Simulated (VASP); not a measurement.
Crystal: Ba2SnF6.

```xyz
9
Lattice="0.0000 4.6602 4.6602 4.6602 0.0000 4.6602 4.6602 4.6602 0.0000" Properties=species:S:1:pos:R:3 pbc="T T T"
Ba    2.3301    2.3301    2.3301
Ba    6.9903    6.9903    6.9903
Sn    4.6602    4.6602    4.6602
F     7.4971    4.6602    4.6602
F     1.8233    4.6602    4.6602
F     4.6602    7.4971    4.6602
F     4.6602    1.8233    4.6602
F     4.6602    4.6602    7.4971
F     4.6602    4.6602    1.8233
```

- Program: VASP 6.6.1
- Task: relaxation of cell and atoms
- Functional: PBE
- Potentials or basis: VASP PAW PBE potentials, release 64 (Ba_sv, Sn_d, F)
- Cutoff: 600 eV
- k mesh: 4 × 4 × 4
- Occupations: gaussian, width 0.1 eV
- Spin: no spin polarisation

At the start: pressure -9.3 GPa; volume 22.49 Å³/atom.

Task: Where does the relaxation end?

Result: Over 9 steps the energy falls by 669.5 meV/atom and the volume is 18.38 Å³/atom (-18.3 %); space group Fm-3m (No. 225, to 0.05 Å).

Step by step:
```tsv
step	energy change (eV)	largest force (eV/Å)	pressure (GPa)	volume (Å³)
1	0.0000	3.1087	-9.35	202.42
2	-4.2578	2.3553	-5.25	166.37
3	-5.2648	0.3391	9.76	139.08
4	-5.3978	1.1578	3.49	146.73
5	-5.4075	0.9750	4.88	144.79
6	-5.8755	0.2896	2.86	153.20
7	-5.9961	0.2657	1.87	161.38
8	-6.0110	0.1801	-1.19	168.41
9	-6.0257	0.0036	-0.01	165.44
```

Final structure:
```cif
data_structure
_symmetry_space_group_name_H-M 'P 1'
_symmetry_Int_Tables_number 1
_cell_length_a 6.1619
_cell_length_b 6.1619
_cell_length_c 6.1619
_cell_angle_alpha 60.000
_cell_angle_beta 60.000
_cell_angle_gamma 60.000
_cell_volume 165.44
loop_
_atom_site_label
_atom_site_type_symbol
_atom_site_fract_x
_atom_site_fract_y
_atom_site_fract_z
_atom_site_occupancy
Ba1 Ba 0.25000 0.25000 0.25000 1
Ba2 Ba 0.75000 0.75000 0.75000 1
Sn1 Sn 0.50000 0.50000 0.50000 1
F1 F 0.23856 0.76144 0.76144 1
F2 F 0.76144 0.23856 0.23856 1
F3 F 0.76144 0.23856 0.76144 1
F4 F 0.23856 0.76144 0.23856 1
F5 F 0.76144 0.76144 0.23856 1
F6 F 0.23856 0.23856 0.76144 1
```

Caveat: the volume moved by over 15 % at a fixed basis, so the end points are rough.
